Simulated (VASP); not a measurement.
# W (Fm-3m) in VASP: notebook

W is run at these levels: PBE; tasks: single point.

All numbers are computed with VASP 6.6.1; they aren't measurements. Logs are shortened: lines on timing, memory, paths and dates and some standing lists are left out, and cuts for length are marked.

### Step 1. The cell of the first run

The structure is cubic, space group Fm-3m (No. 225). The conventional cell has a = 4.037 Å, b = 4.037 Å, c = 4.037 Å, α = 90.00°, β = 90.00°, γ = 90.00°. W (site symmetry m-3m) has 12 W at 2.85 Å within 3.8 Å.

This isn't the form of W at room conditions, which is bcc.

### Step 2. Single point, PBE

INCAR reads:

```
ALGO = Fast
EDIFF = 1E-6
ENCUT = 520
GGA = PE
ISIF = 2
ISMEAR = 0
LASPH = T
LCHARG = F
LREAL = F
LWAVE = F
NBANDS = 66
NELM = 80
PREC = Accurate
SIGMA = 0.15
```

KPOINTS reads:

```
k-points
0
Gamma
  8 8 8
```

POSCAR reads:

```
W
1.0
    0.0000000000      4.0370062299     -4.0370062299
    4.0370062299      4.0370062299      0.0000000000
    4.0370062299      0.0000000000     -4.0370062299
W
8
Direct
    0.5000000000      0.0000000000      0.5000000000
    0.5000000000      0.5000000000      0.5000000000
    0.0000000000      0.0000000000      0.5000000000
    0.0000000000      0.5000000000      0.5000000000
    0.5000000000      0.0000000000      0.0000000000
    0.5000000000      0.5000000000      0.0000000000
    0.0000000000      0.0000000000      0.0000000000
    0.0000000000      0.5000000000      0.0000000000
```

Potentials or basis: VASP PAW PBE potentials, release 64 (W_sv).

On the command line:

```
cat potpaw_PBE.64/W_sv/POTCAR > POTCAR
mpirun -np 1 vasp_std > vasp.out
```

OUTCAR:

```text
EDIFF = 1E-6
   ENCUT = 520
   GGA = PE
   ISIF = 2
   ISMEAR = 0
   LASPH = T
   LREAL = F
   NELM = 80
   PREC = Accurate

 ion  position               nearest neighbor table
   1  0.500  0.000  0.500-   2 2.85   3 2.85   5 2.85   5 2.85   6 2.85   7 2.85   2 2.85   4 2.85
                             6 2.85   3 2.85   4 2.85   7 2.85
   2  0.500  0.500  0.500-   1 2.85   4 2.85   6 2.85   5 2.85   6 2.85   8 2.85   1 2.85   3 2.85
                             5 2.85   3 2.85   4 2.85   8 2.85
   3  0.000  0.000  0.500-   1 2.85   4 2.85   7 2.85   5 2.85   7 2.85   8 2.85   2 2.85   4 2.85
                             8 2.85   1 2.85   2 2.85   5 2.85
   4  0.000  0.500  0.500-   2 2.85   3 2.85   8 2.85   6 2.85   7 2.85   8 2.85   1 2.85   3 2.85
                             7 2.85   1 2.85   2 2.85   6 2.85
   5  0.500  0.000  0.000-   1 2.85   6 2.85   7 2.85   1 2.85   2 2.85   3 2.85   2 2.85   6 2.85
                             8 2.85   3 2.85   7 2.85   8 2.85
   6  0.500  0.500  0.000-   2 2.85   5 2.85   8 2.85   1 2.85   2 2.85   4 2.85   1 2.85   5 2.85
                             7 2.85   4 2.85   7 2.85   8 2.85
   7  0.000  0.000  0.000-   3 2.85   5 2.85   8 2.85   1 2.85   3 2.85   4 2.85   4 2.85   6 2.85
                             8 2.85   1 2.85   5 2.85   6 2.85
   8  0.000  0.500  0.000-   4 2.85   6 2.85   7 2.85   2 2.85   3 2.85   4 2.85   3 2.85   5 2.85
                             7 2.85   2 2.85   5 2.85   6 2.85
[... 6 lines left out ...]
 A1 = (   0.0000000000,   4.0370062299,  -4.0370062299)
 A2 = (   4.0370062299,   4.0370062299,   0.0000000000)
 A3 = (   4.0370062299,   0.0000000000,  -4.0370062299)

Analysis of symmetry for initial positions (statically):
=====================================================================
 Subroutine PRICEL returns following result:

  LATTYP: Found a face centered cubic cell.
 ALAT       =     4.0370062299

  Lattice vectors:

 A1 = (   0.0000000000,   2.0185031150,  -2.0185031150)
 A2 = (   2.0185031150,   2.0185031150,   0.0000000000)
 A3 = (   2.0185031150,   0.0000000000,  -2.0185031150)

   8 primitive cells build up your supercell.

 Routine SETGRP: Setting up the symmetry group for a
 face centered cubic supercell.

 Subroutine GETGRP returns: Found 48 space group operations
 (whereof 48 operations were pure point group operations)
 out of a pool of 48 trial point group operations.

The static configuration has the point symmetry O_h .

Analysis of symmetry for dynamics (positions and initial velocities):
=====================================================================
 Subroutine PRICEL returns following result:

  LATTYP: Found a face centered cubic cell.
 ALAT       =     4.0370062299

  Lattice vectors:

 A1 = (   0.0000000000,   2.0185031150,  -2.0185031150)
[... 121 lines left out ...]
   NELECT =     112.0000    total number of electrons
   NUPDOWN=      -1.0000    fix difference up-down
   EMIN   =  10.00;   EMAX   =-10.00  energy-range for DOS
   EFERMI =   0.00;   METHOD = LEGACY
   ISMEAR =     0;   SIGMA  =   0.15  broadening in eV -4-tet -1-fermi 0-gaus
   EFERMI_NEDOS =   21; number of points for ismear=-14 and -15
   IALGO  =     68    algorithm
   IMIX   =      4    mixing-type and parameters
     AMIX     =   0.40;   BMIX     =  1.00
     AMIX_MAG =   1.60;   BMIX_MAG =  1.00
  volume/ion in A,a.u.               =      16.45       111.00
  Fermi-wavevector in a.u.,A,eV,Ry     =   1.551475  2.931862 32.750235  2.407074
  Thomas-Fermi vector in A             =   2.655989
   LORBIT       =      0    0 simple, 1 ext, 2 COOP (PROOUT), +10 PAW based schemes
   GGA     = PE    functional components
   LHFCALC =     F    Hartree Fock is set to
   AEXX    =    0.0000 exact exchange contribution
   IVDW    =     0    specifies the selected vdW correction
   LEPSILON=     F    determine dielectric tensor
   LRPA    =     F    only Hartree local field effects (RPA)
 non-spin polarized calculation
 RMM-DIIS sequential band-by-band and
 Gauss-broadening in eV      SIGMA  =   0.15
  energy-cutoff  :      520.00
  volume of cell :      131.59
 maximum number of plane-waves:      3582
   NGX = 21   NGY = 21   NGZ = 21

 number of electron     112.0000014 magnetization

 Free energy of the ion-electron system (eV)
  ---------------------------------------------------
  ext. energy  EPLUGINS =         0.00000000
  ---------------------------------------------------
  free energy    TOTEN  =       -99.81816713 eV

  energy without entropy =      -99.70124880  energy(sigma->0) =      -99.75970797

 E-fermi :  10.4692     XC(G=0): -13.4225

 val. band max:       10.4660987173   @ k =   0.3750   0.2500   0.1250
 cond. band min:      10.4804456391   @ k =   0.3750   0.1250   0.0000
 fundamental gap:      0.0143469217
 Fermi energy:        10.4692492448

 k-point     1 :       0.0000    0.0000    0.0000
  band No.  band energies     occupation
      1     -63.2167      2.00000
      2     -63.1115      2.00000
      3     -63.1115      2.00000
      4     -63.1115      2.00000
      5     -63.1115      2.00000
      6     -63.0770      2.00000
[... 1645 lines left out ...]
     65      12.3411      0.00000
     66      12.3412      0.00000

 [... further k-points ...]

------------------------ aborting loop because EDIFF is reached ----------------------------------------

  FORCE on cell =-STRESS in cart. coord.  units (eV):
  Direction    XX          YY          ZZ          XY          YZ          ZX
  --------------------------------------------------------------------------------------
  -------------------------------------------------------------------------------------
  Total        0.4717431      0.4717431      0.4717431      0.0000000      0.0000000     -0.0000000
  in kB        5.7439131      5.7439131      5.7439131      0.0000000      0.0000000     -0.0000000
  external PRESSURE =       5.7439131 kB  Pullay stress =       0.0000000 kB

 VOLUME and BASIS-vectors are now :
 -----------------------------------------------------------------------------
  energy-cutoff  :      520.00
  volume of cell :      131.59
      direct lattice vectors                 reciprocal lattice vectors
     0.000000000  4.037006230 -4.037006230    -0.123854156  0.123854156 -0.123854156
     4.037006230  4.037006230  0.000000000     0.123854156  0.123854156  0.123854156
     4.037006230  0.000000000 -4.037006230     0.123854156 -0.123854156 -0.123854156

 POSITION                                       TOTAL-FORCE (eV/Angst)
 -----------------------------------------------------------------------------------
      2.01850      2.01850     -4.03701         0.000000      0.000000      0.000000
      4.03701      4.03701     -4.03701        -0.000000     -0.000000     -0.000000
      2.01850      0.00000     -2.01850         0.000000      0.000000      0.000000
      4.03701      2.01850     -2.01850         0.000000      0.000000     -0.000000
      0.00000      2.01850     -2.01850        -0.000000     -0.000000      0.000000
      2.01850      4.03701     -2.01850        -0.000000      0.000000     -0.000000
      0.00000      0.00000      0.00000        -0.000000     -0.000000      0.000000
      2.01850      2.01850      0.00000        -0.000000     -0.000000     -0.000000
 -----------------------------------------------------------------------------------
    total drift:                               -0.000000      0.000000      0.000000

  FREE ENERGIE OF THE ION-ELECTRON SYSTEM (eV)
  ---------------------------------------------------
  free  energy   TOTEN  =       -99.8181671296 eV

  energy  without entropy=      -99.7012488037  energy(sigma->0) =      -99.75970797
```

stdout:

```text
POSCAR found type information on POSCAR W
 POSCAR found :  1 types and       8 ions
 scaLAPACK will be used
 LDA part: xc-table for (Slater+PW92), standard interpolation
 POSCAR, INCAR and KPOINTS ok, starting setup
 FFT: planning ... GRIDC
 FFT: planning ... GRID_SOFT
 FFT: planning ... GRID
 WAVECAR not read
 entering main loop
```

Run time: 10 min. Hardware: 1 thread of Intel Xeon 8259CL, shared host; peak memory 0.32 GiB.

What came out:

```
Free energy            : -99.8182 eV
Pressure               : 0.6 GPa
Band gap on the k mesh : zero (bands 56 and 57 overlap by 0.85 eV)
```

Caveat: spin-orbit coupling is left out, which moves the levels of the heavy elements.

### Step 3. Single point, PBE

This run uses another cell than the first one: it holds 2 atoms, not 8.

INCAR reads:

```
SYSTEM = W
  PREC = Accurate
  ENCUT = 520
  EDIFF = 1E-6
  ISMEAR = 0
  SIGMA = 0.15
  LREAL = .FALSE.
  LASPH = .TRUE.
  NELM = 80
  ALGO = Normal
  ISIF = 2
  LWAVE = .FALSE.
  LCHARG = .FALSE.
  GGA = PE
  NBANDS = 21
```

KPOINTS reads:

```
regular mesh
0
G
  12 12 8
  0 0 0
```

POSCAR reads:

```
W
1.0
    0.0000000000     -2.0185031149     -2.0185031149
    0.0000000000      2.0185031149     -2.0185031149
    4.0370062299      0.0000000000      0.0000000000
W
2
Direct
    0.5000000000      0.5000000000      0.5000000000
    0.0000000000      0.0000000000      0.0000000000
```

Potentials or basis: VASP PAW PBE potentials, release 64 (W_sv).

On the command line:

```
cat potpaw_PBE.64/W_sv/POTCAR > POTCAR
mpirun -np 1 vasp_std > vasp.out
```

Wall time 87 s (1 thread of Intel Xeon 8259CL, shared host); peak memory 0.2 GiB.

It converged, with:

```
Free energy            : -24.9568 eV
Pressure               : 0.2 GPa
Band gap on the k mesh : zero (bands 14 and 15 overlap by 3.46 eV)
```

Levels at points of the mesh, in eV from the Fermi level:
```csv
k point,band 10,band 11,band 12,band 13,band 14,band 15,band 16,band 17,band 18,band 19
"(0.00, 0.00, 0.00)",-5.49,-4.52,-0.57,-0.57,-0.57,2.54,2.54,3.01,4.98,5.74
"(0.50, 0.00, 0.00)",-4.07,-2.10,-2.10,-1.86,-1.86,0.85,0.85,2.23,2.23,6.57
"(0.50, 0.50, 0.00)",-5.49,-4.52,-4.52,3.01,3.01,4.98,4.98,5.74,5.74,5.74
"(0.00, 0.00, 0.50)",-6.06,-2.92,-2.92,-0.13,-0.13,1.56,1.56,1.56,1.56,3.64
"(0.50, 0.00, 0.50)",-5.61,-0.79,-0.79,-0.79,-0.79,0.60,0.60,5.01,5.01,5.01
"(0.50, 0.50, 0.50)",-3.74,-2.03,-2.03,-2.03,-2.03,1.26,1.26,5.75,5.75,10.15
```

Caveat: spin-orbit coupling is left out, which moves the levels of the heavy elements.
